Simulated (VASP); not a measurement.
# BN (zincblende type) (F-43m) in VASP: notebook, part 2 of 2

VASP 6.6.1.

## 3. Single point, PBE

The input, INCAR:

```
PREC     = Accurate       # precision mode
ENCUT    = 520            # plane-wave cutoff, eV
EDIFF    = 1E-6           # SCF threshold, eV
ISMEAR   = -1             # smearing method
SIGMA    = 0.02           # smearing width, eV
LREAL    = F              # projectors in reciprocal space
LASPH    = T              # aspherical terms in the spheres
NELM     = 80             # most SCF steps
ALGO     = Normal         # electronic algorithm
ISIF     = 2              # what is computed and relaxed
LWAVE    = F              # write WAVECAR
LCHARG   = F              # write CHGCAR
GGA      = PE             # functional
NBANDS   = 16             # bands
```

The input, KPOINTS:

```
Automatic mesh
0
Gamma
  12 8 12
```

The input, POSCAR:

```
BN
1.0
   -1.8123558146      1.8123558146      0.0000000000
    0.0000000000      0.0000000000      3.6247116293
    1.8123558146      1.8123558146      0.0000000000
B N
2 2
Direct
    0.0000000000      0.0000000000      0.0000000000
    0.5000000000      0.5000000000      0.5000000000
    0.0000000000      0.2500000000      0.5000000000
    0.5000000000      0.7500000000      0.0000000000
```

Potentials or basis: VASP PAW PBE potentials, release 64 (B, N).

Started as:

```console
$ cat potpaw_PBE.64/B/POTCAR potpaw_PBE.64/N/POTCAR > POTCAR
$ mpirun -np 1 vasp_std > vasp.out
```

OUTCAR:

```text
PREC = Accurate
   ENCUT = 520
   EDIFF = 1E-6
   ISMEAR = -1
   LREAL = F
   LASPH = T
   NELM = 80
   ISIF = 2
   GGA = PE

 ion  position               nearest neighbor table
   1  0.000  0.000  0.000-   3 1.57   4 1.57   3 1.57   4 1.57
   2  0.500  0.500  0.500-   3 1.57   4 1.57   4 1.57   3 1.57
   3  0.000  0.250  0.500-   1 1.57   2 1.57   1 1.57   2 1.57
   4  0.500  0.750  0.000-   1 1.57   2 1.57   2 1.57   1 1.57

  LATTYP: Found a simple tetragonal cell.
 ALAT       =     2.5630581729
 C/A-ratio  =     1.4142135624

  Lattice vectors:

 A1 = (   1.8123558146,  -1.8123558146,   0.0000000000)
 A2 = (   1.8123558146,   1.8123558146,   0.0000000000)
 A3 = (   0.0000000000,   0.0000000000,   3.6247116293)

Analysis of symmetry for initial positions (statically):
=====================================================================
 Subroutine PRICEL returns following result:

  LATTYP: Found a face centered cubic cell.
 ALAT       =     3.6247116293

  Lattice vectors:

 A1 = (   1.8123558146,   0.0000000000,   1.8123558147)
 A2 = (   1.8123558146,   1.8123558146,   0.0000000000)
 A3 = (   0.0000000000,   1.8123558146,   1.8123558147)

   2 primitive cells build up your supercell.

 Routine SETGRP: Setting up the symmetry group for a
 simple tetragonal supercell.

 Subroutine GETGRP returns: Found  8 space group operations
 (whereof  8 operations were pure point group operations)
 out of a pool of 16 trial point group operations.

The static configuration has the point symmetry D_2d.

Analysis of symmetry for dynamics (positions and initial velocities):
=====================================================================
 Subroutine PRICEL returns following result:

  LATTYP: Found a face centered cubic cell.
 ALAT       =     3.6247116293

  Lattice vectors:

 A1 = (   1.8123558146,   0.0000000000,   1.8123558147)
 A2 = (   1.8123558146,   1.8123558146,   0.0000000000)
 A3 = (   0.0000000000,   1.8123558146,   1.8123558147)

   2 primitive cells build up your supercell.

 Routine SETGRP: Setting up the symmetry group for a
 simple tetragonal supercell.

 Subroutine GETGRP returns: Found  8 space group operations
 (whereof  8 operations were pure point group operations)
 out of a pool of 16 trial point group operations.

The dynamic configuration has the point symmetry D_2d.

 Subroutine INISYM returns: Found  8 space group operations
 (whereof  8 operations are pure point group operations),
 and found     2 'primitive' translations

----------------------------------------------------------------------------------------

                                     Primitive cell

  volume of cell :      11.9058

  direct lattice vectors                    reciprocal lattice vectors
     1.812355815  0.000000000  1.812355815     0.275884016 -0.275884016  0.275884016
     1.812355815  1.812355815  0.000000000     0.275884016  0.275884016 -0.275884016
     0.000000000  1.812355815  1.812355815    -0.275884016  0.275884016  0.275884016

  length of vectors
     2.563058173  2.563058173  2.563058173     0.477845132  0.477845132  0.477845132

  position of ions in fractional coordinates (direct lattice)
[... 31 lines left out ...]

 Found    140 irreducible k-points:

 Following reciprocal coordinates:
            Coordinates               Weight
  0.000000  0.000000  0.000000      1.000000
  0.083333  0.000000  0.000000      4.000000
  0.166667  0.000000  0.000000      4.000000
  0.250000  0.000000  0.000000      4.000000
  0.333333  0.000000  0.000000      4.000000
  0.416667  0.000000  0.000000      4.000000
[... 16 lines left out ...]
  0.083333  0.375000  0.000000      8.000000
  0.166667  0.375000  0.000000      8.000000
 [... further k-points ...]
   k-points           NKPTS =    140   k-points in BZ     NKDIM =    140   number of bands    NBANDS=     16
   number of dos      NEDOS =    301   number of ions     NIONS =      4
   total plane-waves  NPLWV =  11200
   dimension x,y,z NGX =    20 NGY =   28 NGZ =   20
   dimension x,y,z NGXF=    40 NGYF=   56 NGZF=   40
   ions per type =               2   2
   NGX,Y,Z   is equivalent  to a cutoff of  12.97, 12.84, 12.97 a.u.
   NGXF,Y,Z  is equivalent  to a cutoff of  25.94, 25.68, 25.94 a.u.
 SYSTEM =  unknown system
   PREC   = accura    normal or accurate (medium, high low for compatibility)
   ISTART =      0    job   : 0-new  1-cont  2-samecut
   ICHARG =      2    charge: 1-file 2-atom 10-const
   ISPIN  =      1    spin polarized calculation?
   LNONCOLLINEAR =      F non collinear calculations
   LSORBIT =      F    spin-orbit coupling
   LASPH  =      T    aspherical Exc in radial PAW
   ENCUT  =  520.0 eV  38.22 Ry    6.18 a.u.   4.77  6.74  4.77*2*pi/ulx,y,z
   NELM   =     80;   NELMIN=  2; NELMDL= -5     # of ELM steps
   EDIFF  = 0.1E-05   stopping-criterion for ELM
   LREAL  =      F    real-space projection
   EDIFFG = 0.1E-04   stopping-criterion for IOM
   NSW    =      0    number of steps for IOM
   IBRION =     -1    ionic relax: 0-MD 1-quasi-New 2-CG
   NFREE  =      0    steps in history (QN), initial steepest desc. (CG)
   ISIF   =      2    stress and relaxation
   ISYM   =      2    0-nonsym 1-usesym 2-fastsym
   POTIM  = 0.5000    time-step for ionic-motion
   TEBEG  =    0.0;   TEEND  =   0.0 temperature during run
   PSTRESS=    0.0 pullay stress
   NELECT =      16.0000    total number of electrons
   NUPDOWN=      -1.0000    fix difference up-down
   EMIN   =  10.00;   EMAX   =-10.00  energy-range for DOS
   EFERMI =   0.00;   METHOD = LEGACY
   ISMEAR =    -1;   SIGMA  =   0.02  broadening in eV -4-tet -1-fermi 0-gaus
   EFERMI_NEDOS =   21; number of points for ismear=-14 and -15
   IALGO  =     38    algorithm
   IMIX   =      4    mixing-type and parameters
     AMIX     =   0.40;   BMIX     =  1.00
     AMIX_MAG =   1.60;   BMIX_MAG =  1.00
  volume/ion in A,a.u.               =       5.95        40.17
  Fermi-wavevector in a.u.,A,eV,Ry     =   1.433897  2.709673 27.974412  2.056061
  Thomas-Fermi vector in A             =   2.553365
   LORBIT       =      0    0 simple, 1 ext, 2 COOP (PROOUT), +10 PAW based schemes
   GGA     = PE    functional components
   LHFCALC =     F    Hartree Fock is set to
   AEXX    =    0.0000 exact exchange contribution
   IVDW    =     0    specifies the selected vdW correction
   LEPSILON=     F    determine dielectric tensor
   LRPA    =     F    only Hartree local field effects (RPA)
 non-spin polarized calculation
  energy-cutoff  :      520.00
  volume of cell :       23.81
 maximum number of plane-waves:       664
 NGX is ok and might be reduce to    20
   NGX =  9   NGY = 13   NGZ =  9

 number of electron      16.0000000 magnetization

 Free energy of the ion-electron system (eV)
  ---------------------------------------------------
  ext. energy  EPLUGINS =         0.00000000
  ---------------------------------------------------
  free energy    TOTEN  =       -34.90201248 eV

  energy without entropy =      -34.90201248  energy(sigma->0) =      -34.90201248

 E-fermi :   7.6704     XC(G=0): -12.7823

 val. band max:        7.3040671829   @ k =   0.0000   0.0000   0.0000
 cond. band min:      11.7548934080   @ k =   0.5000   0.0000   0.5000
 fundamental gap:      4.4508262251
 Fermi energy:         7.6704050537

 k-point     1 :       0.0000    0.0000    0.0000
  band No.  band energies     occupation
      1     -12.8353      2.00000
      2      -7.3008      2.00000
      3      -1.5590      2.00000
      4       2.4397      2.00000
      5       2.4397      2.00000
      6       7.3041      2.00000
[... 433 lines left out ...]
      3       0.3545      2.00000
      4       2.3223      2.00000
      5       3.4809      2.00000
      6       3.8300      2.00000
[... 8 lines left out ...]
     15      21.1163      0.00000
     16      21.4001      0.00000

 [... further k-points ...]

------------------------ aborting loop because EDIFF is reached ----------------------------------------

  FORCE on cell =-STRESS in cart. coord.  units (eV):
  Direction    XX          YY          ZZ          XY          YZ          ZX
  --------------------------------------------------------------------------------------
  -------------------------------------------------------------------------------------
  Total        0.0361346      0.0361346      0.0362464      0.0000000      0.0000000      0.0000000
  in kB        2.4313268      2.4313268      2.4388479      0.0000000      0.0000000      0.0000000
  external PRESSURE =       2.4338338 kB  Pullay stress =       0.0000000 kB

 VOLUME and BASIS-vectors are now :
 -----------------------------------------------------------------------------
  energy-cutoff  :      520.00
  volume of cell :       23.81
      direct lattice vectors                 reciprocal lattice vectors
    -1.812355815  1.812355815  0.000000000    -0.275884016  0.275884016  0.000000000
     0.000000000  0.000000000  3.624711629     0.000000000  0.000000000  0.275884016
     1.812355815  1.812355815  0.000000000     0.275884016  0.275884016  0.000000000

 POSITION                                       TOTAL-FORCE (eV/Angst)
 -----------------------------------------------------------------------------------
      0.00000      0.00000      0.00000        -0.000000      0.000000      0.000000
      0.00000      1.81236      1.81236         0.000000      0.000000      0.000000
      0.90618      0.90618      0.90618        -0.000000      0.000000     -0.000000
     -0.90618      0.90618      2.71853         0.000000     -0.000000     -0.000000
 -----------------------------------------------------------------------------------
    total drift:                               -0.000000     -0.000000     -0.000000

  FREE ENERGIE OF THE ION-ELECTRON SYSTEM (eV)
  ---------------------------------------------------
  free  energy   TOTEN  =       -34.9020124792 eV

  energy  without entropy=      -34.9020124792  energy(sigma->0) =      -34.90201248
```

Wall time 22 s (1 thread of Intel Xeon 6975P-C (Granite Rapids), shared host); peak memory 0.16 GiB.

Results:

| Quantity | Value |
| --- | --- |
| Free energy | -34.9020 eV |
| Pressure | 0.2 GPa |
| Band gap on the k mesh | 4.45 eV |

Levels at points of the mesh, in eV from the valence-band top:
| k point | band 4 | band 5 | band 6 | band 7 | band 8 | band 9 | band 10 | band 11 | band 12 | band 13 |
| --- | --- | --- | --- | --- | --- | --- | --- | --- | --- | --- |
| (0.00, 0.00, 0.00) | -4.86 | -4.86 | 0.00 | 0.00 | 0.00 | 4.45 | 8.78 | 8.78 | 8.78 | 9.19 |
| (0.50, 0.00, 0.00) | -7.53 | -5.55 | -5.55 | -2.08 | -2.08 | 9.68 | 9.68 | 12.10 | 12.10 | 12.78 |
| (0.00, 0.50, 0.00) | -3.97 | -2.99 | -2.99 | -2.99 | -2.99 | 6.76 | 6.76 | 11.47 | 11.47 | 13.36 |
| (0.50, 0.50, 0.00) | -10.62 | -1.93 | -1.93 | -1.93 | -1.93 | 10.04 | 10.04 | 10.66 | 10.66 | 10.66 |
| (0.50, 0.00, 0.50) | -8.86 | -4.86 | -4.86 | -4.86 | -4.86 | 4.45 | 4.45 | 9.19 | 9.19 | 17.79 |
| (0.50, 0.50, 0.50) | -7.55 | -6.90 | -6.90 | -6.45 | -6.45 | 9.56 | 9.56 | 13.21 | 13.21 | 14.46 |
